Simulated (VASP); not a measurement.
# BaTiO3 (P4mm) in VASP: a series of runs

BaTiO3 is run at these levels: PBE, PBEsol; tasks: single point.

All numbers are computed with VASP 6.6.1; they aren't measurements. Logs are shortened: lines on timing, memory, paths and dates and some standing lists are left out, and cuts for length are marked.

**1. The cell of the first run**

It takes space group P4mm (No. 99, tetragonal). Conventional cell: a = 4.078 Å, b = 4.078 Å, c = 4.097 Å, α = 90.00°, β = 90.00°, γ = 90.00°. Within 3.7 Å of Ba (site symmetry 4mm) lie 12 O at 2.84 to 2.94 Å and 8 Ti at 3.51 to 3.56 Å. Ti (site symmetry 4mm) has 6 O at 1.93 to 2.17 Å within 2.6 Å. Within 2.7 Å of O (site symmetry 2mm) lie 2 Ti at 2.04 Å. O (site symmetry 4mm) has 2 Ti at 1.93 to 2.17 Å within 2.6 Å.

**2. Single point, PBE**

Contents of INCAR:

```
SYSTEM = BaTiO3
  ALGO = Normal
  EDIFF = 1E-6
  ENCUT = 910
  GGA = PE
  GGA_COMPAT = .FALSE.
  ISIF = 2
  ISMEAR = -1
  LASPH = .TRUE.
  LCHARG = .FALSE.
  LREAL = .FALSE.
  LWAVE = .FALSE.
  NBANDS = 28
  NELM = 120
  PREC = Accurate
  SIGMA = 0.05
```

Contents of KPOINTS:

```
k-points
0
G
  7 7 7
  0 0 0
```

Contents of POSCAR:

```
BaTiO3
1.0
    4.0782473671      0.0000000000      0.0000000000
    0.0000000000      4.0782473671      0.0000000000
    0.0000000000      0.0000000000      4.0968043205
Ba Ti O
1 1 3
Direct
    0.0000000000      0.0000000000      0.0000000000
    0.5000000000      0.5000000000      0.4900000000
    0.0000000000      0.5000000000      0.5170000000
    0.5000000000      0.0000000000      0.5170000000
    0.5000000000      0.5000000000      0.0190000000
```

Potentials or basis: VASP PAW PBE potentials, release 64 (Ba_sv, Ti_sv, O_h).

Command:

```console
$ cat potpaw_PBE.64/Ba_sv/POTCAR potpaw_PBE.64/Ti_sv/POTCAR potpaw_PBE.64/O_h/POTCAR > POTCAR
$ mpirun -np 1 vasp_std > vasp.out
```

OUTCAR:

```text
SYSTEM = BaTiO3
   EDIFF = 1E-6
   ENCUT = 910
   GGA = PE
   ISIF = 2
   ISMEAR = -1
   LASPH = .TRUE.
   LREAL = .FALSE.
   NELM = 120
   PREC = Accurate

 ion  position               nearest neighbor table
   1  0.000  0.000  0.000-   3 2.84   4 2.84   3 2.84   4 2.84   5 2.88   5 2.88   5 2.88   5 2.88
                             4 2.94   3 2.94   4 2.94   3 2.94   2 3.51   2 3.51   2 3.51   2 3.51
   2  0.500  0.500  0.490-   5 1.93   4 2.04   3 2.04   4 2.04   3 2.04   5 2.17   1 3.51   1 3.51
                             1 3.51   1 3.51   1 3.56   1 3.56   1 3.56   1 3.56
   3  0.000  0.500  0.517-   2 2.04   2 2.04   1 2.84   1 2.84   1 2.94   1 2.94
   4  0.500  0.000  0.517-   2 2.04   2 2.04   1 2.84   1 2.84   1 2.94   1 2.94
   5  0.500  0.500  0.019-   2 1.93   2 2.17   1 2.88   1 2.88   1 2.88   1 2.88

  LATTYP: Found a simple tetragonal cell.
 ALAT       =     4.0782473671
 C/A-ratio  =     1.0045502275

  Lattice vectors:

 A1 = (   4.0782473671,   0.0000000000,   0.0000000000)
 A2 = (   0.0000000000,   4.0782473671,   0.0000000000)
 A3 = (   0.0000000000,   0.0000000000,   4.0968043205)

Analysis of symmetry for initial positions (statically):
=====================================================================
 Subroutine PRICEL returns:
 Original cell was already a primitive cell.

 Routine SETGRP: Setting up the symmetry group for a
 simple tetragonal supercell.

 Subroutine GETGRP returns: Found  8 space group operations
 (whereof  8 operations were pure point group operations)
 out of a pool of 16 trial point group operations.

The static configuration has the point symmetry C_4v.

Analysis of symmetry for dynamics (positions and initial velocities):
=====================================================================
 Subroutine PRICEL returns:
 Original cell was already a primitive cell.

 Routine SETGRP: Setting up the symmetry group for a
 simple tetragonal supercell.

 Subroutine GETGRP returns: Found  8 space group operations
 (whereof  8 operations were pure point group operations)
 out of a pool of 16 trial point group operations.

The dynamic configuration has the point symmetry C_4v.

 Subroutine INISYM returns: Found  8 space group operations
 (whereof  8 operations are pure point group operations),
 and found     1 'primitive' translations

----------------------------------------------------------------------------------------

                                     Primitive cell

  volume of cell :      68.1385

  direct lattice vectors                    reciprocal lattice vectors
     4.078247367  0.000000000  0.000000000     0.245203370  0.000000000  0.000000000
     0.000000000  4.078247367  0.000000000     0.000000000  0.245203370  0.000000000
     0.000000000  0.000000000  4.096804321     0.000000000  0.000000000  0.244092693

  length of vectors
     4.078247367  4.078247367  4.096804321     0.245203370  0.245203370  0.244092693

  position of ions in fractional coordinates (direct lattice)
     0.000000000  0.000000000  0.000000000
     0.500000000  0.500000000  0.490000000
     0.000000000  0.500000000  0.517000000
     0.500000000  0.000000000  0.517000000
     0.500000000  0.500000000  0.019000000

  ion indices of the primitive-cell ions
   primitive index   ion index
                 1           1
                 2           2
                 3           3
                 4           4
                 5           5

----------------------------------------------------------------------------------------

 KPOINTS: k-points

Automatic generation of k-mesh.
 Grid dimensions read from file:
 generate k-points for:    7    7    7

 Generating k-lattice:

  Cartesian coordinates                     Fractional coordinates (reciprocal lattice)
     0.035029053  0.000000000  0.000000000     0.142857143  0.000000000  0.000000000
     0.000000000  0.035029053  0.000000000     0.000000000  0.142857143  0.000000000
     0.000000000  0.000000000  0.034870385     0.000000000  0.000000000  0.142857143

  Length of vectors
     0.035029053  0.035029053  0.034870385

  Shift w.r.t. Gamma in fractional coordinates (k-lattice)
     0.000000000  0.000000000  0.000000000

 Subroutine IBZKPT returns following result:
 ===========================================

 Found     40 irreducible k-points:

 Following reciprocal coordinates:
            Coordinates               Weight
  0.000000  0.000000  0.000000      1.000000
  0.142857  0.000000  0.000000      4.000000
  0.285714  0.000000  0.000000      4.000000
  0.428571  0.000000  0.000000      4.000000
  0.142857  0.142857  0.000000      4.000000
  0.285714  0.142857  0.000000      8.000000
[... 16 lines left out ...]
  0.285714  0.000000  0.285714      8.000000
  0.428571  0.000000  0.285714      8.000000
 [... further k-points ...]
   k-points           NKPTS =     40   k-points in BZ     NKDIM =     40   number of bands    NBANDS=     28
   number of dos      NEDOS =    301   number of ions     NIONS =      5
   total plane-waves  NPLWV =  64000
   dimension x,y,z NGX =    40 NGY =   40 NGZ =   40
   dimension x,y,z NGXF=    80 NGYF=   80 NGZF=   80
   ions per type =               1   1   3
   NGX,Y,Z   is equivalent  to a cutoff of  16.31, 16.31, 16.23 a.u.
   NGXF,Y,Z  is equivalent  to a cutoff of  32.61, 32.61, 32.46 a.u.
 SYSTEM =  BaTiO3
   PREC   = accura    normal or accurate (medium, high low for compatibility)
   ISTART =      0    job   : 0-new  1-cont  2-samecut
   ICHARG =      2    charge: 1-file 2-atom 10-const
   ISPIN  =      1    spin polarized calculation?
   LNONCOLLINEAR =      F non collinear calculations
   LSORBIT =      F    spin-orbit coupling
   LASPH  =      T    aspherical Exc in radial PAW
   ENCUT  =  910.0 eV  66.88 Ry    8.18 a.u.  10.03 10.03 10.08*2*pi/ulx,y,z
   NELM   =    120;   NELMIN=  2; NELMDL= -5     # of ELM steps
   EDIFF  = 0.1E-05   stopping-criterion for ELM
   LREAL  =      F    real-space projection
   EDIFFG = 0.1E-04   stopping-criterion for IOM
   NSW    =      0    number of steps for IOM
   IBRION =     -1    ionic relax: 0-MD 1-quasi-New 2-CG
   NFREE  =      0    steps in history (QN), initial steepest desc. (CG)
   ISIF   =      2    stress and relaxation
   ISYM   =      2    0-nonsym 1-usesym 2-fastsym
   POTIM  = 0.5000    time-step for ionic-motion
   TEBEG  =    0.0;   TEEND  =   0.0 temperature during run
   PSTRESS=    0.0 pullay stress
   NELECT =      40.0000    total number of electrons
   NUPDOWN=      -1.0000    fix difference up-down
   EMIN   =  10.00;   EMAX   =-10.00  energy-range for DOS
   EFERMI =   0.00;   METHOD = LEGACY
   ISMEAR =    -1;   SIGMA  =   0.05  broadening in eV -4-tet -1-fermi 0-gaus
   EFERMI_NEDOS =   21; number of points for ismear=-14 and -15
   IALGO  =     38    algorithm
   IMIX   =      4    mixing-type and parameters
     AMIX     =   0.40;   BMIX     =  1.00
     AMIX_MAG =   1.60;   BMIX_MAG =  1.00
  volume/ion in A,a.u.               =      13.63        91.96
  Fermi-wavevector in a.u.,A,eV,Ry     =   1.370768  2.590376 25.565424  1.879006
  Thomas-Fermi vector in A             =   2.496525
   LORBIT       =      0    0 simple, 1 ext, 2 COOP (PROOUT), +10 PAW based schemes
   GGA     = PE    functional components
   LHFCALC =     F    Hartree Fock is set to
   AEXX    =    0.0000 exact exchange contribution
   IVDW    =     0    specifies the selected vdW correction
   LEPSILON=     F    determine dielectric tensor
   LRPA    =     F    only Hartree local field effects (RPA)
 non-spin polarized calculation
  energy-cutoff  :      910.00
  volume of cell :       68.14
 maximum number of plane-waves:      4261
   NGX = 21   NGY = 21   NGZ = 21

 number of electron      40.0000005 magnetization

 Free energy of the ion-electron system (eV)
  ---------------------------------------------------
  ext. energy  EPLUGINS =         0.00000000
  ---------------------------------------------------
  free energy    TOTEN  =       -39.99450403 eV

  energy without entropy =      -39.99450403  energy(sigma->0) =      -39.99450403

 E-fermi :   4.5837     XC(G=0): -10.9413

 val. band max:        3.6570267075   @ k =   0.4286   0.4286   0.4286
 cond. band min:       5.4013046696   @ k =   0.0000   0.0000   0.0000
 fundamental gap:      1.7442779621
 Fermi energy:         4.5836738222

 k-point     1 :       0.0000    0.0000    0.0000
  band No.  band energies     occupation
      1     -53.0943      2.00000
      2     -29.3006      2.00000
      3     -29.2772      2.00000
      4     -29.2772      2.00000
      5     -21.2582      2.00000
      6     -13.0359      2.00000
[... 20 lines left out ...]
     27       8.7282      0.00000
     28      10.4363      0.00000

 k-point     2 :       0.1429    0.0000    0.0000
  band No.  band energies     occupation
      1     -53.0941      2.00000
      2     -29.3003      2.00000
      3     -29.2845      2.00000
      4     -29.2769      2.00000
      5     -21.2421      2.00000
      6     -13.0407      2.00000
[... 20 lines left out ...]
     27       9.0783      0.00000
     28      10.9064      0.00000

 k-point     3 :       0.2857    0.0000    0.0000
  band No.  band energies     occupation
      1     -53.0938      2.00000
      2     -29.3011      2.00000
      3     -29.2996      2.00000
      4     -29.2763      2.00000
      5     -21.2057      2.00000
      6     -13.0957      2.00000
[... 20 lines left out ...]
     27       9.9670      0.00000
     28      11.7739      0.00000

 k-point     4 :       0.4286    0.0000    0.0000
  band No.  band energies     occupation
      1     -53.0936      2.00000
      2     -29.3140      2.00000
      3     -29.2992      2.00000
      4     -29.2758      2.00000
      5     -21.1760      2.00000
      6     -13.1695      2.00000
[... 578 lines left out ...]
     27      10.3274      0.00000
     28      11.9831      0.00000

 k-point    23 :       0.2857    0.0000    0.2857
  band No.  band energies     occupation
      1     -53.0934      2.00000
      2     -29.3222      2.00000
      3     -29.2997      2.00000
      4     -29.2755      2.00000
      5     -21.1651      2.00000
      6     -12.9211      2.00000
[... 20 lines left out ...]
     27      11.2611      0.00000
     28      11.8652      0.00000

 k-point    24 :       0.4286    0.0000    0.2857
  band No.  band energies     occupation
      1     -53.0932      2.00000
      2     -29.3215      2.00000
      3     -29.3126      2.00000
      4     -29.2750      2.00000
      5     -21.1411      2.00000
      6     -12.8911      2.00000
[... 20 lines left out ...]
     27      11.7609      0.00000
     28      12.2292      0.00000

 [... further k-points ...]

------------------------ aborting loop because EDIFF is reached ----------------------------------------

  FORCE on cell =-STRESS in cart. coord.  units (eV):
  Direction    XX          YY          ZZ          XY          YZ          ZX
  --------------------------------------------------------------------------------------
  -------------------------------------------------------------------------------------
  Total       -2.3357054     -2.3357054     -2.0412504      0.0000000     -0.0000000      0.0000000
  in kB      -54.9207291    -54.9207291    -47.9970467      0.0000000     -0.0000000      0.0000000
  external PRESSURE =     -52.6128349 kB  Pullay stress =       0.0000000 kB

 VOLUME and BASIS-vectors are now :
 -----------------------------------------------------------------------------
  energy-cutoff  :      910.00
  volume of cell :       68.14
      direct lattice vectors                 reciprocal lattice vectors
     4.078247367  0.000000000  0.000000000     0.245203370  0.000000000  0.000000000
     0.000000000  4.078247367  0.000000000     0.000000000  0.245203370  0.000000000
     0.000000000  0.000000000  4.096804321     0.000000000  0.000000000  0.244092693

 POSITION                                       TOTAL-FORCE (eV/Angst)
 -----------------------------------------------------------------------------------
      0.00000      0.00000      0.00000        -0.000000     -0.000000      0.022563
      2.03912      2.03912      2.00743         0.000000      0.000000     -0.388406
      0.00000      2.03912      2.11805        -0.000000     -0.000000     -0.127558
      2.03912      0.00000      2.11805        -0.000000     -0.000000     -0.127558
      2.03912      2.03912      0.07784        -0.000000      0.000000      0.620960
 -----------------------------------------------------------------------------------
    total drift:                                0.000000      0.000000      0.001772

  FREE ENERGIE OF THE ION-ELECTRON SYSTEM (eV)
  ---------------------------------------------------
  free  energy   TOTEN  =       -39.9945040299 eV

  energy  without entropy=      -39.9945040273  energy(sigma->0) =      -39.99450403
```

Run time: 2.3 min. Hardware: 1 thread of Intel Xeon Platinum 8488C (Sapphire Rapids), shared host; peak memory 0.36 GiB.

Results:

```
Free energy            : -39.9945 eV
Pressure               : -5.3 GPa
Largest force          : 0.621 eV/Å
Band gap on the k mesh : 1.74 eV (least direct gap 1.98 eV)
```

Forces on the atoms (eV/Å):
```
Ba   0.000  0.000  0.023
Ti   0.000  0.000 -0.388
O    0.000  0.000 -0.128
O    0.000  0.000 -0.128
O    0.000  0.000  0.621
```

Stress tensor (GPa, compression positive):
```
-5.49  0.00  0.00
 0.00 -5.49  0.00
 0.00  0.00 -4.80
```

Caveat: the cutoff is under 1.25 times the usual one of these potentials, so pressure, stress and relaxed cells hold a basis-set (Pulay) error; the cell stands under tension; spin-orbit coupling is left out, which moves the levels of the heavy elements; an odd mesh through Γ misses points on the zone boundary, where band edges can lie.

**3. Single point, PBEsol, non-collinear spin, zero start, spin-orbit coupling**

This run uses another cell than the first one, of 12.86 Å³/atom.

Contents of INCAR:

```
ALGO     = Normal         # electronic algorithm
EDIFF    = 1E-6           # SCF threshold, eV
ENCUT    = 520            # plane-wave cutoff, eV
GGA      = PS             # functional
GGA_COMPAT= False        
ISIF     = 2              # what is computed and relaxed
ISMEAR   = -1             # smearing method
LASPH    = True           # aspherical terms in the spheres
LCHARG   = False          # write CHGCAR
LMAXMIX  = 4              # l up to which the mixer works
LORBIT   = 11             # projections on sites
LORBMOM  = True         
LREAL    = False          # projectors in reciprocal space
LSORBIT  = True           # spin-orbit coupling
LWAVE    = False          # write WAVECAR
MAGMOM   = 0 0 0 0 0 0 0 0 0 0 0 0 0 0 0 # initial moments
NBANDS   = 55             # bands
NELM     = 150            # most SCF steps
PREC     = Accurate       # precision mode
SIGMA    = 0.05           # smearing width, eV
```

Contents of KPOINTS:

```
k-points
0
Gamma
  7 7 7
```

POSCAR, as its differences from that of step 2:

```diff
@@ -2,5 +2,5 @@
 1.0
-    4.0782473671      0.0000000000      0.0000000000
-    0.0000000000      4.0782473671      0.0000000000
-    0.0000000000      0.0000000000      4.0968043205
+    3.9998000000      0.0000000000      0.0000000000
+    0.0000000000      3.9998000000      0.0000000000
+    0.0000000000      0.0000000000      4.0180000000
 Ba Ti O
```

Potentials or basis: VASP PAW PBE potentials, release 64 (Ba_sv, Ti_sv, O).

Command:

```console
$ cat potpaw_PBE.64/Ba_sv/POTCAR potpaw_PBE.64/Ti_sv/POTCAR potpaw_PBE.64/O/POTCAR > POTCAR
$ mpirun -np 1 vasp_ncl > vasp.out
```

It took 5.3 min on 1 thread of Intel Xeon Platinum 8488C (Sapphire Rapids), shared host; peak memory 0.52 GiB.

Results (log left out):

* Free energy: -42.1862 eV
* Pressure: -2.0 GPa
* Largest force: 0.322 eV/Å
* Net moment: 0.00 μB per cell
* Valence electrons inside the program's atomic spheres: Ba 7.97; Ti 10.22; O 5.00, 5.01 (each value once)

Forces on the atoms (eV/Å):
```
Ba   0.000  0.000  0.055
Ti   0.000  0.000 -0.142
O    0.000  0.000 -0.118
O    0.000  0.000 -0.118
O    0.000  0.000  0.322
```

Stress tensor (GPa, compression positive):
```
-2.32  0.00  0.00
 0.00 -2.32  0.00
 0.00  0.00 -1.37
```

Moments on the atoms (μB; x, y, z):
```
Ba  0.00 0.00 0.00
Ti  0.00 0.00 0.00
O   0.00 0.00 0.00
O   0.00 0.00 0.00
O   0.00 0.00 0.00
```

Caveat: the PAW data sets were made with another functional, which shifts forces and pressure a little.
